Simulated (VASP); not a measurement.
# CsSnI3 (Pm-3m) in VASP: relaxation of cell and atoms with r2SCAN

Aim: the relaxation of cell and atoms of CsSnI3 with r2SCAN.

Program: VASP 6.6.1. These are calculated values, not measurements. Logs are shortened: lines on timing, memory, paths and dates and some standing lists are left out, and cuts for length are marked.

## (1) The cell of the first run

Symmetry: Pm-3m, No. 221, cubic system. The conventional cell has a = 6.300 Å, b = 6.300 Å, c = 6.300 Å, α = 90.00°, β = 90.00°, γ = 90.00°. Within 5.8 Å of Cs (site symmetry m-3m) lie 12 I at 4.45 Å and 8 Sn at 5.46 Å. Sn (site symmetry m-3m) has 6 I at 3.15 Å within 4.1 Å. I (site symmetry 4/mmm) has 2 Sn at 3.15 Å within 4.1 Å.

## (2) Relaxation of cell and atoms, r2SCAN

Input file POSCAR:

```
CsSnI3
1.0
    6.2998350287      0.0000000000      0.0000000000
    0.0000000000      6.2998350287      0.0000000000
    0.0000000000      0.0000000000      6.2998350287
Cs Sn I
1 1 3
Direct
    0.0000000000      0.0000000000      0.0000000000
    0.5000000000      0.5000000000      0.5000000000
    0.0000000000      0.5000000000      0.5000000000
    0.5000000000      0.0000000000      0.5000000000
    0.5000000000      0.5000000000      0.0000000000
```

Input file INCAR.step1:

```
ALGO = Normal
EDIFF = 1E-4
ENCUT = 600
GGA = PE
ISMEAR = -1
LASPH = T
LCHARG = F
LREAL = F
LWAVE = T
NELM = 80
PREC = Accurate
SIGMA = 0.02
```

Input file INCAR.step2:

```
ALGO = Normal
EDIFF = 1E-6
EDIFFG = -0.005
ENCUT = 600
IBRION = 2
ISIF = 3
ISMEAR = -1
ISTART = 1
LASPH = T
LCHARG = F
LMIXTAU = T
LREAL = F
LWAVE = F
METAGGA = R2SCAN
NELM = 80
NSW = 80
PREC = Accurate
SIGMA = 0.02
```

Input file KPOINTS:

```
k-points
0
Gamma
  4 4 4
```

Potentials or basis: VASP PAW PBE potentials, release 64 (Cs_sv, Sn_d, I).

Launch:

```console
cat potpaw_PBE.64/Cs_sv/POTCAR potpaw_PBE.64/Sn_d/POTCAR potpaw_PBE.64/I/POTCAR > POTCAR
cp INCAR.step1 INCAR
mpirun -np 1 vasp_std > vasp.out
cp INCAR.step2 INCAR
mpirun -np 1 vasp_std > vasp.out
```

OUTCAR:

```text
EDIFF = 1E-6
   EDIFFG = -0.005
   ENCUT = 600
   IBRION = 2
   ISIF = 3
   ISMEAR = -1
   ISTART = 1
   LASPH = T
   LREAL = F
   METAGGA = R2SCAN
   NELM = 80
   NSW = 80
   PREC = Accurate

 ion  position               nearest neighbor table
   1  0.000  0.000  0.000-
   2  0.500  0.500  0.500-   3 3.15   4 3.15   5 3.15   5 3.15   4 3.15   3 3.15
   3  0.000  0.500  0.500-   2 3.15   2 3.15
   4  0.500  0.000  0.500-   2 3.15   2 3.15
   5  0.500  0.500  0.000-   2 3.15   2 3.15

  LATTYP: Found a simple cubic cell.
 ALAT       =     6.2998350287

  Lattice vectors:

 A1 = (   6.2998350287,   0.0000000000,   0.0000000000)
 A2 = (   0.0000000000,   6.2998350287,   0.0000000000)
 A3 = (   0.0000000000,   0.0000000000,   6.2998350287)

Analysis of symmetry for initial positions (statically):
=====================================================================
 Subroutine PRICEL returns:
 Original cell was already a primitive cell.

 Routine SETGRP: Setting up the symmetry group for a
 simple cubic supercell.

 Subroutine GETGRP returns: Found 48 space group operations
 (whereof 48 operations were pure point group operations)
 out of a pool of 48 trial point group operations.

The static configuration has the point symmetry O_h .

Analysis of symmetry for dynamics (positions and initial velocities):
=====================================================================
 Subroutine PRICEL returns:
 Original cell was already a primitive cell.

 Routine SETGRP: Setting up the symmetry group for a
 simple cubic supercell.

 Subroutine GETGRP returns: Found 48 space group operations
 (whereof 48 operations were pure point group operations)
 out of a pool of 48 trial point group operations.

The dynamic configuration has the point symmetry O_h .

 Subroutine INISYM returns: Found 48 space group operations
 (whereof 48 operations are pure point group operations),
 and found     1 'primitive' translations

----------------------------------------------------------------------------------------

                                     Primitive cell

  volume of cell :     250.0274

  direct lattice vectors                    reciprocal lattice vectors
     6.299835029  0.000000000  0.000000000     0.158734315  0.000000000  0.000000000
     0.000000000  6.299835029  0.000000000     0.000000000  0.158734315  0.000000000
[... 64 lines left out ...]
   NGX,Y,Z   is equivalent  to a cutoff of  13.19, 13.19, 13.19 a.u.
   NGXF,Y,Z  is equivalent  to a cutoff of  26.39, 26.39, 26.39 a.u.
 SYSTEM =  unknown system
   PREC   = accura    normal or accurate (medium, high low for compatibility)
   ISTART =      1    job   : 0-new  1-cont  2-samecut
   ICHARG =      0    charge: 1-file 2-atom 10-const
   ISPIN  =      1    spin polarized calculation?
   LNONCOLLINEAR =      F non collinear calculations
   LSORBIT =      F    spin-orbit coupling
   LASPH  =      T    aspherical Exc in radial PAW
   ENCUT  =  600.0 eV  44.10 Ry    6.64 a.u.  12.58 12.58 12.58*2*pi/ulx,y,z
   NELM   =     80;   NELMIN=  2; NELMDL=  0     # of ELM steps
   EDIFF  = 0.1E-05   stopping-criterion for ELM
   LREAL  =      F    real-space projection
   EDIFFG = -.5E-02   stopping-criterion for IOM
   NSW    =     80    number of steps for IOM
   IBRION =      2    ionic relax: 0-MD 1-quasi-New 2-CG
   NFREE  =      1    steps in history (QN), initial steepest desc. (CG)
   ISIF   =      3    stress and relaxation
   ISYM   =      2    0-nonsym 1-usesym 2-fastsym
   POTIM  = 0.5000    time-step for ionic-motion
   TEBEG  =    0.0;   TEEND  =   0.0 temperature during run
   PSTRESS=    0.0 pullay stress
   NELECT =      44.0000    total number of electrons
   NUPDOWN=      -1.0000    fix difference up-down
   EMIN   =  10.00;   EMAX   =-10.00  energy-range for DOS
   EFERMI =   0.00;   METHOD = LEGACY
   ISMEAR =    -1;   SIGMA  =   0.02  broadening in eV -4-tet -1-fermi 0-gaus
   EFERMI_NEDOS =   21; number of points for ismear=-14 and -15
   IALGO  =     38    algorithm
   IMIX   =      4    mixing-type and parameters
     AMIX     =   0.40;   BMIX     =  1.00
     AMIX_MAG =   1.60;   BMIX_MAG =  1.00
  volume/ion in A,a.u.               =      50.01       337.45
  Fermi-wavevector in a.u.,A,eV,Ry     =   0.917409  1.733652 11.451209  0.841640
  Thomas-Fermi vector in A             =   2.042375
   LORBIT       =      0    0 simple, 1 ext, 2 COOP (PROOUT), +10 PAW based schemes
   METAGGA = R2SCAN    functional components
   LHFCALC =     F    Hartree Fock is set to
   AEXX    =    0.0000 exact exchange contribution
   IVDW    =     0    specifies the selected vdW correction
   LEPSILON=     F    determine dielectric tensor
   LRPA    =     F    only Hartree local field effects (RPA)
 conjugate gradient relaxation of ions
 non-spin polarized calculation
  energy-cutoff  :      600.00
  volume of cell :      250.03
 maximum number of plane-waves:      8410
   NGX = 25   NGY = 25   NGZ = 25

--------------------------------------- Ionic step        1  -------------------------------------------

 number of electron      44.0000016 magnetization

 Free energy of the ion-electron system (eV)
  ---------------------------------------------------
  ext. energy  EPLUGINS =         0.00000000
  ---------------------------------------------------
  free energy    TOTEN  =      -128.62656179 eV

  energy without entropy =     -128.62656179  energy(sigma->0) =     -128.62656179

------------------------ aborting loop because EDIFF is reached ----------------------------------------

  FORCE on cell =-STRESS in cart. coord.  units (eV):
  Direction    XX          YY          ZZ          XY          YZ          ZX
  --------------------------------------------------------------------------------------
  -------------------------------------------------------------------------------------
  Total       -0.7011592     -0.7011592     -0.7011592      0.0000000      0.0000000      0.0000000
  in kB       -4.4930338     -4.4930338     -4.4930338      0.0000000      0.0000000      0.0000000
  external PRESSURE =      -4.4930338 kB  Pullay stress =       0.0000000 kB
[... 104 lines left out ...]
--------------------------------------- Ionic step        4  -------------------------------------------

 number of electron      44.0000000 magnetization

 Free energy of the ion-electron system (eV)
  ---------------------------------------------------
  ext. energy  EPLUGINS =         0.00000000
  ---------------------------------------------------
  free energy    TOTEN  =      -128.63612858 eV

  energy without entropy =     -128.63612848  energy(sigma->0) =     -128.63612853

 E-fermi :   2.8566     XC(G=0):  -7.8277

 val. band max:        2.6144503019   @ k =   0.5000   0.5000   0.5000
 cond. band min:       3.1207077871   @ k =   0.5000   0.5000   0.5000
 fundamental gap:      0.5062574852
 Fermi energy:         2.8565923975

 k-point     1 :       0.0000    0.0000    0.0000
  band No.  band energies     occupation
      1     -20.4227      2.00000
      2     -20.2872      2.00000
      3     -20.2872      2.00000
      4     -20.2630      2.00000
      5     -20.2630      2.00000
      6     -20.2630      2.00000
[... 311 lines left out ...]
  FREE ENERGIE OF THE ION-ELECTRON SYSTEM (eV)
  ---------------------------------------------------
  free  energy   TOTEN  =      -128.6361285789 eV

  energy  without entropy=     -128.6361284847  energy(sigma->0) =     -128.63612853

 reached required accuracy - stopping structural energy minimisation
```

OUTCAR.step1:

```text
EDIFF = 1E-4
   ENCUT = 600
   GGA = PE
   ISMEAR = -1
   LASPH = T
[... 503 lines left out ...]
      3.14992      3.14992      3.14992         0.000000      0.000000      0.000000
      0.00000      3.14992      3.14992         0.000000      0.000000      0.000000
      3.14992      0.00000      3.14992         0.000000      0.000000      0.000000
      3.14992      3.14992      0.00000         0.000000      0.000000      0.000000
 -----------------------------------------------------------------------------------
    total drift:                                0.000000     -0.000000      0.000000

  FREE ENERGIE OF THE ION-ELECTRON SYSTEM (eV)
  ---------------------------------------------------
  free  energy   TOTEN  =       -13.9750663685 eV

  energy  without entropy=      -13.9750662480  energy(sigma->0) =      -13.97506631
```

OSZICAR.step1:

```text
N       E                     dE             d eps       ncg     rms          rms(c)
DAV:   1     0.375901742043E+03    0.37590E+03   -0.19881E+04   520   0.169E+03
DAV:   2     0.348603275593E+02   -0.34104E+03   -0.33428E+03   616   0.325E+02
DAV:   3    -0.121005877014E+02   -0.46961E+02   -0.46335E+02   614   0.129E+02
DAV:   4    -0.142329263721E+02   -0.21323E+01   -0.21258E+01   610   0.304E+01
DAV:   5    -0.143026363528E+02   -0.69710E-01   -0.69682E-01   822   0.568E+00    0.388E+00
DAV:   6    -0.140000715457E+02    0.30256E+00   -0.52341E-01   644   0.390E+00    0.258E+00
DAV:   7    -0.139694224977E+02    0.30649E-01   -0.34245E-01   656   0.246E+00    0.103E+00
DAV:   8    -0.139749792266E+02   -0.55567E-02   -0.47128E-02   580   0.153E+00    0.284E-01
DAV:   9    -0.139747499599E+02    0.22927E-03   -0.39801E-03   624   0.479E-01    0.123E-01
DAV:  10    -0.139750182676E+02   -0.26831E-03   -0.79657E-04   588   0.155E-01    0.588E-02
DAV:  11    -0.139750663685E+02   -0.48101E-04   -0.32724E-04   508   0.128E-01
   1 F= -.13975066E+02 E0= -.13975066E+02  d E =-.120560E-06
```

Run time: 6.8 min. Hardware: 1 thread of Intel Xeon 6975P-C (Granite Rapids), shared host; peak memory 0.45 GiB.

Results:

```yaml
Free_energy: -128.6361 eV
Relaxed_volume: 48.66 Å³/atom
Relaxed_cell: a = 6.243 Å, b = 6.243 Å, c = 6.243 Å, α = 90.00°, β = 90.00°, γ = 90.00°
Space_group_after_relaxing_to_0.1_Å: Pm-3m (No. 221)
Energy_gained_by_relaxing: 1.9 meV/atom
Ionic_steps: 4
Pressure_after_relaxing: 0.0 GPa
Band_gap_on_the_k_mesh: 0.51 eV
```

Step by step:
```csv
step,energy change (eV),largest force (eV/Å),pressure (GPa),volume (Å³)
1,0.0000,0.0000,-0.45,250.03
2,-0.0090,0.0000,-0.11,244.99
3,-0.0096,0.0000,-0.02,243.55
4,-0.0096,0.0000,0.01,243.28
```

Final structure:
```
CELL_PARAMETERS angstrom
6.24262 0.00000 0.00000
0.00000 6.24262 0.00000
0.00000 0.00000 6.24262
ATOMIC_POSITIONS crystal
Cs 0.00000 0.00000 0.00000
Sn 0.50000 0.50000 0.50000
I 0.00000 0.50000 0.50000
I 0.50000 0.00000 0.50000
I 0.50000 0.50000 0.00000
```

Caveat: semilocal functionals underestimate gaps, and a narrow one can read as zero; the PAW data sets were made with another functional, which shifts forces and pressure a little; spin-orbit coupling is left out, which moves the levels of the heavy elements. r2SCAN opens gaps a little over a GGA but as a rule still falls short of measured ones.
